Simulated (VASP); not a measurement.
# Ag (P6/mmm) in VASP: a series of runs, part 2 of 2

VASP 6.6.1. Earlier steps stand in the parts before.

### Step 4. Single point, PBE

This run uses another cell than the first one, of 20.28 Å³/atom, 1.094 times its volume.

The input, INCAR:

```
ALGO = Normal ; EDIFF = 1E-6
ENCUT = 520 ; GGA = PE
ISIF = 2 ; ISMEAR = 0
LASPH = True ; LCHARG = False
LREAL = False ; LWAVE = False
NBANDS = 30 ; NELM = 60
PREC = Accurate ; SIGMA = 0.1
```

The input, KPOINTS:

```
k-points
0
Gamma
  6 6 6
```

The input, POSCAR:

```
Ag
1.0
    5.1546311500      0.0000000000      0.0000000000
   -2.5773155700      4.4640415200      0.0000000000
    0.0000000000      0.0000000000      3.5260558000
Ag
4
Direct
    0.5000000000      0.0000000000      0.0000000000
    0.0000000000      0.5000000000      0.0000000000
    0.5000000000      0.5000000000      0.0000000000
    0.0000000000      0.0000000000      0.5000000000
```

Potentials or basis: VASP PAW PBE potentials, release 64 (Ag).

The run is started by

```bash
$ cat potpaw_PBE.64/Ag/POTCAR > POTCAR
$ mpirun -np 1 vasp_std > vasp.out
```

OUTCAR:

```text
EDIFF = 1E-6
   ENCUT = 520
   GGA = PE
   ISIF = 2
   ISMEAR = 0
   LASPH = True
   LREAL = False
   NELM = 60
   PREC = Accurate

 ion  position               nearest neighbor table
   1  0.500  0.000  0.000-   3 2.58   3 2.58   2 2.58   2 2.58   4 3.12   4 3.12   4 3.12   4 3.12

   2  0.000  0.500  0.000-   1 2.58   1 2.58   3 2.58   3 2.58   4 3.12   4 3.12   4 3.12   4 3.12

   3  0.500  0.500  0.000-   1 2.58   1 2.58   2 2.58   2 2.58   4 3.12   4 3.12   4 3.12   4 3.12

   4  0.000  0.000  0.500-   2 3.12   2 3.12   2 3.12   2 3.12   3 3.12   3 3.12   3 3.12   3 3.12
                             1 3.12   1 3.12   1 3.12   1 3.12

  LATTYP: Found a hexagonal cell.
 ALAT       =     5.1546311500
 C/A-ratio  =     0.6840558902

  Lattice vectors:

 A1 = (   5.1546311500,   0.0000000000,   0.0000000000)
 A2 = (  -2.5773155700,   4.4640415200,   0.0000000000)
 A3 = (   0.0000000000,   0.0000000000,   3.5260558000)

Analysis of symmetry for initial positions (statically):
=====================================================================
 Subroutine PRICEL returns:
 Original cell was already a primitive cell.

 Routine SETGRP: Setting up the symmetry group for a
 hexagonal supercell.

 Subroutine GETGRP returns: Found 24 space group operations
 (whereof 24 operations were pure point group operations)
 out of a pool of 24 trial point group operations.

The static configuration has the point symmetry D_6h.

Analysis of symmetry for dynamics (positions and initial velocities):
=====================================================================
 Subroutine PRICEL returns:
 Original cell was already a primitive cell.

 Routine SETGRP: Setting up the symmetry group for a
 hexagonal supercell.

 Subroutine GETGRP returns: Found 24 space group operations
 (whereof 24 operations were pure point group operations)
 out of a pool of 24 trial point group operations.

The dynamic configuration has the point symmetry D_6h.

 Subroutine INISYM returns: Found 24 space group operations
 (whereof 24 operations are pure point group operations),
 and found     1 'primitive' translations

----------------------------------------------------------------------------------------

                                     Primitive cell

  volume of cell :      81.1363

  direct lattice vectors                    reciprocal lattice vectors
     5.154631150  0.000000000  0.000000000     0.194000302  0.112006126  0.000000000
    -2.577315570  4.464041520  0.000000000     0.000000000  0.224012253  0.000000000
     0.000000000  0.000000000  3.526055800     0.000000000  0.000000000  0.283602999

  length of vectors
     5.154631150  5.154631145  3.526055800     0.224012253  0.224012253  0.283602999

  position of ions in fractional coordinates (direct lattice)
     0.500000000  0.000000000  0.000000000
     0.000000000  0.500000000  0.000000000
     0.500000000  0.500000000  0.000000000
     0.000000000  0.000000000  0.500000000

  ion indices of the primitive-cell ions
   primitive index   ion index
                 1           1
                 2           2
                 3           3
                 4           4

----------------------------------------------------------------------------------------

 KPOINTS: k-points

Automatic generation of k-mesh.
 Grid dimensions read from file:
 generate k-points for:    6    6    6

 Generating k-lattice:

  Cartesian coordinates                     Fractional coordinates (reciprocal lattice)
     0.032333384  0.018667688  0.000000000     0.166666667  0.000000000  0.000000000
     0.000000000  0.037335376  0.000000000     0.000000000  0.166666667  0.000000000
     0.000000000  0.000000000  0.047267167     0.000000000  0.000000000  0.166666667

  Length of vectors
     0.037335376  0.037335376  0.047267167

  Shift w.r.t. Gamma in fractional coordinates (k-lattice)
     0.000000000  0.000000000  0.000000000

 Subroutine IBZKPT returns following result:
 ===========================================

 Found     28 irreducible k-points:

 Following reciprocal coordinates:
            Coordinates               Weight
  0.000000  0.000000  0.000000      1.000000
  0.166667  0.000000  0.000000      6.000000
  0.333333 -0.000000  0.000000      6.000000
  0.500000 -0.000000  0.000000      3.000000
  0.166667  0.166667  0.000000      6.000000
  0.333333  0.166667  0.000000     12.000000
[... 16 lines left out ...]
  0.166667  0.000000  0.500000      6.000000
  0.333333 -0.000000  0.500000      6.000000
 [... further k-points ...]
   k-points           NKPTS =     28   k-points in BZ     NKDIM =     28   number of bands    NBANDS=     30
   number of dos      NEDOS =    301   number of ions     NIONS =      4
   total plane-waves  NPLWV =  44800
   dimension x,y,z NGX =    40 NGY =   40 NGZ =   28
   dimension x,y,z NGXF=    80 NGYF=   80 NGZF=   56
   ions per type =               4
   NGX,Y,Z   is equivalent  to a cutoff of  12.90, 12.90, 13.20 a.u.
   NGXF,Y,Z  is equivalent  to a cutoff of  25.80, 25.80, 26.40 a.u.
 SYSTEM =  unknown system
   PREC   = accura    normal or accurate (medium, high low for compatibility)
   ISTART =      0    job   : 0-new  1-cont  2-samecut
   ICHARG =      2    charge: 1-file 2-atom 10-const
   ISPIN  =      1    spin polarized calculation?
   LNONCOLLINEAR =      F non collinear calculations
   LSORBIT =      F    spin-orbit coupling
   LASPH  =      T    aspherical Exc in radial PAW
   ENCUT  =  520.0 eV  38.22 Ry    6.18 a.u.   9.58  9.58  6.56*2*pi/ulx,y,z
   NELM   =     60;   NELMIN=  2; NELMDL= -5     # of ELM steps
   EDIFF  = 0.1E-05   stopping-criterion for ELM
   LREAL  =      F    real-space projection
   EDIFFG = 0.1E-04   stopping-criterion for IOM
   NSW    =      0    number of steps for IOM
   IBRION =     -1    ionic relax: 0-MD 1-quasi-New 2-CG
   NFREE  =      0    steps in history (QN), initial steepest desc. (CG)
   ISIF   =      2    stress and relaxation
   ISYM   =      2    0-nonsym 1-usesym 2-fastsym
   POTIM  = 0.5000    time-step for ionic-motion
   TEBEG  =    0.0;   TEEND  =   0.0 temperature during run
   PSTRESS=    0.0 pullay stress
   NELECT =      44.0000    total number of electrons
   NUPDOWN=      -1.0000    fix difference up-down
   EMIN   =  10.00;   EMAX   =-10.00  energy-range for DOS
   EFERMI =   0.00;   METHOD = LEGACY
   ISMEAR =     0;   SIGMA  =   0.10  broadening in eV -4-tet -1-fermi 0-gaus
   EFERMI_NEDOS =   21; number of points for ismear=-14 and -15
   IALGO  =     38    algorithm
   IMIX   =      4    mixing-type and parameters
     AMIX     =   0.40;   BMIX     =  1.00
     AMIX_MAG =   1.60;   BMIX_MAG =  1.00
  volume/ion in A,a.u.               =      20.28       136.88
  Fermi-wavevector in a.u.,A,eV,Ry     =   1.335019  2.522820 24.249327  1.782275
  Thomas-Fermi vector in A             =   2.463755
   LORBIT       =      0    0 simple, 1 ext, 2 COOP (PROOUT), +10 PAW based schemes
   GGA     = PE    functional components
   LHFCALC =     F    Hartree Fock is set to
   AEXX    =    0.0000 exact exchange contribution
   IVDW    =     0    specifies the selected vdW correction
   LEPSILON=     F    determine dielectric tensor
   LRPA    =     F    only Hartree local field effects (RPA)
 non-spin polarized calculation
 Gauss-broadening in eV      SIGMA  =   0.10
  energy-cutoff  :      520.00
  volume of cell :       81.14
 maximum number of plane-waves:      2221
 NGX is ok and might be reduce to    40
   NGX = 19   NGY = 19   NGZ = 13

 number of electron      44.0000006 magnetization

 Free energy of the ion-electron system (eV)
  ---------------------------------------------------
  ext. energy  EPLUGINS =         0.00000000
  ---------------------------------------------------
  free energy    TOTEN  =        -9.34584774 eV

  energy without entropy =       -9.34179549  energy(sigma->0) =       -9.34382161

 E-fermi :   6.1561     XC(G=0): -11.0891

 val. band max:        6.1517568970   @ k =   0.1667   0.0000   0.0000
 cond. band min:       6.1768375790   @ k =   0.3333   0.3333   0.5000
 fundamental gap:      0.0250806820
 Fermi energy:         6.1560617273

 k-point     1 :       0.0000    0.0000    0.0000
  band No.  band energies     occupation
      1      -0.9575      2.00000
      2      -0.1296      2.00000
      3       0.2382      2.00000
      4       0.2382      2.00000
      5       0.9173      2.00000
      6       0.9829      2.00000
[... 781 lines left out ...]
     29      16.0927      0.00000
     30      16.3459      0.00000

 [... further k-points ...]
[... 5 lines left out ...]
  --------------------------------------------------------------------------------------
  -------------------------------------------------------------------------------------
  Total        5.7855140      5.7855140     -5.0930552      0.0000000     -0.0000000      0.0000000
  in kB      114.2450861    114.2450860   -100.5712773      0.0000001     -0.0000000      0.0000000
  external PRESSURE =      42.6396316 kB  Pullay stress =       0.0000000 kB

 VOLUME and BASIS-vectors are now :
 -----------------------------------------------------------------------------
  energy-cutoff  :      520.00
  volume of cell :       81.14
      direct lattice vectors                 reciprocal lattice vectors
     5.154631150  0.000000000  0.000000000     0.194000302  0.112006126  0.000000000
    -2.577315570  4.464041520  0.000000000     0.000000000  0.224012253  0.000000000
     0.000000000  0.000000000  3.526055800     0.000000000  0.000000000  0.283602999

 POSITION                                       TOTAL-FORCE (eV/Angst)
 -----------------------------------------------------------------------------------
      2.57732      0.00000      0.00000        -0.000000      0.000000      0.000000
     -1.28866      2.23202      0.00000         0.000000      0.000000      0.000000
      1.28866      2.23202      0.00000        -0.000000      0.000000      0.000000
      0.00000      0.00000      1.76303        -0.000000      0.000000      0.000000
 -----------------------------------------------------------------------------------
    total drift:                               -0.000000      0.000000     -0.000000

  FREE ENERGIE OF THE ION-ELECTRON SYSTEM (eV)
  ---------------------------------------------------
  free  energy   TOTEN  =        -9.3458477371 eV

  energy  without entropy=       -9.3417954919  energy(sigma->0) =       -9.34382161
```

OSZICAR:

```text
N       E                     dE             d eps       ncg     rms          rms(c)
DAV:   1     0.285325518891E+03    0.28533E+03   -0.22704E+04  1680   0.142E+03
DAV:   2    -0.405380196862E+01   -0.28938E+03   -0.27469E+03  1788   0.321E+02
DAV:   3    -0.100663084152E+02   -0.60125E+01   -0.59834E+01  1908   0.519E+01
DAV:   4    -0.100920912860E+02   -0.25783E-01   -0.25780E-01  1830   0.335E+00
DAV:   5    -0.100923945380E+02   -0.30325E-03   -0.30325E-03  1926   0.385E-01    0.952E+00
DAV:   6    -0.937804259799E+01    0.71435E+00   -0.23332E+00  1860   0.123E+01    0.637E+00
DAV:   7    -0.935447114444E+01    0.23571E-01   -0.36192E-02  1860   0.154E+00    0.350E+00
DAV:   8    -0.934580798691E+01    0.86632E-02   -0.34739E-03  1866   0.660E-01    0.874E-02
DAV:   9    -0.934580386675E+01    0.41202E-05   -0.39329E-04  1896   0.324E-01    0.349E-02
DAV:  10    -0.934584468778E+01   -0.40821E-04   -0.57185E-05  1830   0.638E-02    0.160E-02
DAV:  11    -0.934584745573E+01   -0.27679E-05   -0.79792E-06  1914   0.436E-02    0.469E-03
DAV:  12    -0.934584773707E+01   -0.28134E-06   -0.50753E-07  1074   0.105E-02
   1 F= -.93458477E+01 E0= -.93438216E+01  d E =-.405225E-02
```

stdout:

```text
POSCAR found type information on POSCAR Ag
 POSCAR found :  1 types and       4 ions
 scaLAPACK will be used
 LDA part: xc-table for (Slater+PW92), standard interpolation
 POSCAR, INCAR and KPOINTS ok, starting setup
 FFT: planning ... GRIDC
 FFT: planning ... GRID_SOFT
 FFT: planning ... GRID
 WAVECAR not read
 entering main loop
```

Wall time 21 s (1 thread of Intel Xeon 6975P-C (Granite Rapids), shared host); peak memory 0.21 GiB.

Results:

| Item | Value |
| --- | --- |
| Free energy | -9.3458 eV |
| Pressure | 4.3 GPa |
| Band gap on the k mesh | zero (band 22 reaches 7.96 eV, above the bottom of band 23 at 4.02 eV) |

Levels at points of the mesh, in eV from the Fermi level:
| k point | band 20 | band 21 | band 22 | band 23 | band 24 | band 25 |
| --- | --- | --- | --- | --- | --- | --- |
| (0.00, 0.00, 0.00) | -2.58 | -1.64 | 1.39 | 1.44 | 1.44 | 4.72 |
| (0.50, 0.00, 0.00) | -3.16 | -2.93 | -2.90 | 1.10 | 1.63 | 9.15 |
| (0.00, 0.00, 0.50) | -1.96 | -1.75 | -1.63 | 3.28 | 5.56 | 5.56 |
| (0.50, 0.00, 0.50) | -2.37 | -0.92 | 0.17 | 0.57 | 1.33 | 2.91 |

### Step 5. Relaxation of cell and atoms, PBE

The input, INCAR:

```
SYSTEM = Ag
PREC = Accurate
ENCUT = 600
EDIFF = 1E-6
ISMEAR = 0
SIGMA = 0.1
LREAL = .False.
LASPH = .True.
NELM = 100
ALGO = Normal
ISIF = 3
LWAVE = .False.
LCHARG = .False.
GGA = PE
IBRION = 2
NSW = 100
EDIFFG = -0.01
```

The input, KPOINTS:

```
Automatic mesh
0
Gamma
  12 12 16
  0 0 0
```

The input, POSCAR:

```
Ag
1.0
    5.5657942195      0.0000000000      0.0000000000
   -2.7828971097      4.8201191863      0.0000000000
    0.0000000000      0.0000000000      2.7637076617
Ag
4
Direct
    0.5000000000      0.0000000000      0.0000000000
    0.0000000000      0.5000000000      0.0000000000
    0.5000000000      0.5000000000      0.0000000000
    0.0000000000      0.0000000000      0.5000000000
```

Potentials or basis: VASP PAW PBE potentials, release 64 (Ag).

The run is started by

```bash
$ cat potpaw_PBE.64/Ag/POTCAR > POTCAR
$ mpirun -np 1 vasp_std > vasp.out
```

OUTCAR:

```text
SYSTEM = Ag
   PREC = Accurate
   ENCUT = 600
   EDIFF = 1E-6
   ISMEAR = 0
   LREAL = .False.
   LASPH = .True.
   NELM = 100
   ISIF = 3
   GGA = PE
   IBRION = 2
   NSW = 100
   EDIFFG = -0.01

 ion  position               nearest neighbor table
   1  0.500  0.000  0.000-   3 2.78   3 2.78   2 2.78   2 2.78   4 3.11   4 3.11   4 3.11   4 3.11

   2  0.000  0.500  0.000-   3 2.78   3 2.78   1 2.78   1 2.78   4 3.11   4 3.11   4 3.11   4 3.11

   3  0.500  0.500  0.000-   1 2.78   1 2.78   2 2.78   2 2.78   4 3.11   4 3.11   4 3.11   4 3.11

   4  0.000  0.000  0.500-   2 3.11   2 3.11   2 3.11   2 3.11   1 3.11   1 3.11   1 3.11   1 3.11
                             3 3.11   3 3.11   3 3.11   3 3.11

  LATTYP: Found a hexagonal cell.
 ALAT       =     5.5657942195
 C/A-ratio  =     0.4965522534

  Lattice vectors:

 A1 = (   5.5657942195,   0.0000000000,   0.0000000000)
 A2 = (  -2.7828971097,   4.8201191863,   0.0000000000)
 A3 = (   0.0000000000,   0.0000000000,   2.7637076617)
[... 177 lines left out ...]
  ext. energy  EPLUGINS =         0.00000000
  ---------------------------------------------------
  free energy    TOTEN  =       -10.44292007 eV

  energy without entropy =      -10.43702725  energy(sigma->0) =      -10.43997366

------------------------ aborting loop because EDIFF is reached ----------------------------------------

  FORCE on cell =-STRESS in cart. coord.  units (eV):
  Direction    XX          YY          ZZ          XY          YZ          ZX
  --------------------------------------------------------------------------------------
  -------------------------------------------------------------------------------------
  Total       -0.3683296     -0.3683296      1.0229652     -0.0000000      0.0000000     -0.0000000
  in kB       -7.9592136     -7.9592136     22.1051981     -0.0000000      0.0000000     -0.0000000
  external PRESSURE =       2.0622569 kB  Pullay stress =       0.0000000 kB
[... 139 lines left out ...]
--------------------------------------- Ionic step        5  -------------------------------------------

 number of electron      44.0000001 magnetization

 Free energy of the ion-electron system (eV)
  ---------------------------------------------------
  ext. energy  EPLUGINS =         0.00000000
  ---------------------------------------------------
  free energy    TOTEN  =       -10.45158471 eV

  energy without entropy =      -10.44544155  energy(sigma->0) =      -10.44851313

 E-fermi :   7.3568     XC(G=0): -11.6861

 val. band max:        7.3256070451   @ k =   0.5000  -0.0000   0.4375
 cond. band min:       7.3640933833   @ k =   0.1667   0.0000   0.0000
 fundamental gap:      0.0384863382
 Fermi energy:         7.3568061509

 k-point     1 :       0.0000    0.0000    0.0000
  band No.  band energies     occupation
      1       0.1335      2.00000
      2       1.0267      2.00000
      3       1.3433      2.00000
      4       1.4314      2.00000
      5       1.4314      2.00000
      6       2.0283      2.00000
[... 685 lines left out ...]
     25      12.6750      0.00000
     26      12.7665      0.00000

 [... further k-points ...]
[... 5 lines left out ...]
  --------------------------------------------------------------------------------------
  -------------------------------------------------------------------------------------
  Total        0.0239855      0.0239855      0.0262427      0.0000000     -0.0000000      0.0000000
  in kB        0.5174664      0.5174664      0.5661628      0.0000000     -0.0000000      0.0000000
  external PRESSURE =       0.5336985 kB  Pullay stress =       0.0000000 kB
[... 19 lines left out ...]
  FREE ENERGIE OF THE ION-ELECTRON SYSTEM (eV)
  ---------------------------------------------------
  free  energy   TOTEN  =       -10.4515847069 eV

  energy  without entropy=      -10.4454415491  energy(sigma->0) =      -10.44851313

 reached required accuracy - stopping structural energy minimisation
```

OSZICAR:

```text
N       E                     dE             d eps       ncg     rms          rms(c)
DAV:   1     0.306666530180E+03    0.30667E+03   -0.25205E+04  8892   0.187E+03
DAV:   2    -0.392124637324E+01   -0.31059E+03   -0.30036E+03  9218   0.380E+02
DAV:   3    -0.112975121881E+02   -0.73763E+01   -0.73118E+01  9652   0.612E+01
DAV:   4    -0.113441156832E+02   -0.46603E-01   -0.46560E-01  9318   0.467E+00
[... 32 lines left out ...]
DAV:   1    -0.104543088021E+02   -0.27587E-02   -0.46573E-02  8892   0.193E+00    0.344E-01
DAV:   2    -0.104516393183E+02    0.26695E-02   -0.95625E-03  8936   0.849E-01    0.104E-01
DAV:   3    -0.104515899678E+02    0.49351E-04   -0.16728E-04  9006   0.872E-02    0.722E-02
DAV:   4    -0.104515850165E+02    0.49513E-05   -0.31657E-05  8950   0.407E-02    0.601E-03
DAV:   5    -0.104515847069E+02    0.30957E-06   -0.23948E-06  5300   0.143E-02
   5 F= -.10451585E+02 E0= -.10448513E+02  d E =-.348258E-04
```

Run time: 5.3 min. Hardware: 1 thread of Intel Xeon 6975P-C (Granite Rapids), shared host; peak memory 0.46 GiB.

What came out:

```yaml
Free_energy: -10.4516 eV
Relaxed_volume: 18.57 Å³/atom
Relaxed_cell: a = 5.534 Å, b = 5.534 Å, c = 2.800 Å, α = 90.00°, β = 90.00°, γ = 120.00°
Space_group_after_relaxing_to_0.05_Å: P6/mmm (No. 191)
Energy_gained_by_relaxing: 2.2 meV/atom
Ionic_steps: 5
Pressure_after_relaxing: 0.1 GPa
Band_gap_on_the_k_mesh: zero (band 22 reaches 10.37 eV, above the bottom of band 23 at 4.48 eV)
```

The path:
| step | energy change (eV) | largest force (eV/Å) | pressure (GPa) | volume (Å³) |
| --- | --- | --- | --- | --- |
| 1 | 0.0000 | 0.0000 | 0.21 | 74.14 |
| 2 | -0.0085 | 0.0000 | -0.08 | 74.39 |
| 3 | -0.0086 | 0.0000 | -0.14 | 74.42 |
| 4 | -0.0086 | 0.0000 | -0.12 | 74.42 |
| 5 | -0.0087 | 0.0000 | 0.05 | 74.26 |

Final structure:
```
Ag
1.0
     5.53404    0.00000    0.00000
    -2.76702    4.79262    0.00000
     0.00000    0.00000    2.80003
Ag
4
Direct
  0.50000 0.00000 0.00000
  0.00000 0.50000 0.00000
  0.50000 0.50000 0.00000
  0.00000 0.00000 0.50000
```

### Step 6. Overview

| task | cell | k mesh | cutoff (eV) | gap on the mesh (eV) | pressure (GPa) | relaxed volume (Å³/atom) |
| --- | --- | --- | --- | --- | --- | --- |
| single point | a = 5.566, b = 5.566, c = 2.764 Å, angles 90.0, 90.0, 120.0°, 4 atoms | 6 × 6 × 6 | 520 | none | -0.1 | - |
| relaxation of cell and atoms | relaxed from a = 5.155, b = 5.155, c = 3.526 Å, angles 90.0, 90.0, 120.0°, 4 atoms | 6 × 6 × 6 | 600 | none | -0.2 | 18.55 |
| single point | a = 5.155, b = 5.155, c = 3.526 Å, angles 90.0, 90.0, 120.0°, 4 atoms | 6 × 6 × 6 | 520 | none | 4.3 | - |
| relaxation of cell and atoms | relaxed from a = 5.566, b = 5.566, c = 2.764 Å, angles 90.0, 90.0, 120.0°, 4 atoms | 12 × 12 × 16 | 600 | none | 0.1 | 18.57 |

Alike in all rows: level PBE; potentials or basis VASP PAW PBE potentials, release 64 (Ag); no spin polarisation; smearing gaussian 0.1 eV.

Caveats: some runs use coarse meshes.

Absolute energies hang on the potentials; compare differences alone.
